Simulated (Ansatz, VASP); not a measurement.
# Two plane-wave programs on NiO

```
Ni O
1.0
     0.00000    2.08590    2.08590
     2.08590    0.00000    2.08590
     2.08590    2.08590    0.00000
Ni O
1 1
Direct
  0.00000 0.00000 0.00000
  0.50000 0.50000 0.50000
```

Alike in both runs: task relaxation of cell and atoms; functional PBEsol; k mesh 11 × 11 × 11; occupations fermi-dirac, width 0.05 eV; collinear spin.

|  | VASP | Ansatz |
| --- | --- | --- |
| version | VASP 6.6.1 | Ansatz 0.2.0 |
| potentials or method | VASP PAW PBE potentials, release 64 (Ni, O) | Ansatz PAW |
| plane-wave cutoff (eV) | 600 | 420 |
| valence electrons in the cell | 16 | 24 |

```csv
,VASP,Ansatz,Ansatz less VASP
"gap on the k mesh at the Fermi level, each at its own relaxed structure (eV)",none,none,-
net moment per atom (μB),0.62,0.64,+0.021
size of the moment on the site where the two differ most (μB),0.17,0.19,+0.017
relaxed volume (Å³/atom),8.71,8.73,+0.016
relaxed cell length with the largest relative difference (Å),2.910,2.911,+0.0017
```

VASP's potentials were made for PBE, not for PBEsol. Site moments also hang on the region over which each program counts them. A gap of «none» marks a metal or a gap that the smearing closes. VASP's potentials hold 16 valence electrons a cell and Ansatz's 24, so a difference there can come from the potentials and not from the codes.

Noted on Ansatz's run: the plane-wave basis is chosen anew once the cell has moved, so the energies of steps on either side of that aren't comparable.
